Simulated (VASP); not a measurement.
MgO: single point with r2SCAN

The system is MgO.

```
CELL_PARAMETERS angstrom
2.62335 0.00000 0.00000
0.00000 2.62335 0.00000
0.00000 0.00000 2.77367
ATOMIC_POSITIONS crystal
Mg 0.00000 0.00000 0.00000
O 0.50000 0.50000 0.50000
```

This cell differs from its parent crystal: uniaxial z strain +5.7%.

```yaml
Program: VASP 6.6.1
Task: single point
Functional: r2SCAN
Potentials_or_basis: VASP PAW PBE potentials, release 64 (Mg, O)
Cutoff: 520 eV
k_mesh: 10 × 10 × 10
Occupations: gaussian, width 0.01 eV
Spin: no spin polarisation
Dipole_correction: no
Further_INCAR_settings: ALGO = Normal; EDIFF = 1e-06; NBANDS = 11
```

The pressure is -8.5 GPa and the band gap on the k mesh is 2.61 eV, indirect (least direct gap 3.52 eV).

Stress tensor (GPa, compression positive):
```
  3.36   0.00   0.00
  0.00   3.36   0.00
  0.00   0.00 -32.11
```

Levels at points of the mesh, in eV from the valence-band top:
```csv
k point,band 1,band 2,band 3,band 4,band 5,band 6,band 7,band 8,band 9
"(0.00, 0.00, 0.00)",-19.41,-1.74,-0.91,-0.91,2.61,10.74,11.65,19.70,21.24
"(0.50, 0.00, 0.00)",-18.22,-6.36,-1.18,-0.43,7.00,9.89,15.37,17.09,17.98
"(0.50, 0.50, 0.00)",-17.35,-4.61,-4.61,-0.52,6.03,12.41,12.41,12.76,18.74
"(0.00, 0.00, 0.50)",-18.47,-6.68,-0.57,-0.57,7.75,9.39,15.21,18.47,18.71
"(0.50, 0.00, 0.50)",-17.58,-4.87,-4.81,0.00,5.16,12.18,13.21,14.28,20.14
"(0.50, 0.50, 0.50)",-16.72,-3.74,-3.74,-3.65,7.79,7.79,8.30,16.66,18.33
```

Wall time 43 s on 1 thread of Intel(R) Xeon(R) 6975P-C (Granite Rapids) (shared host), peak memory 0.15 GiB.

Caveat: the cell differs from its parent crystal (uniaxial z strain +5.7%); the PAW data sets were made with another functional, which shifts forces and pressure a little. A k mesh can miss the band edges.
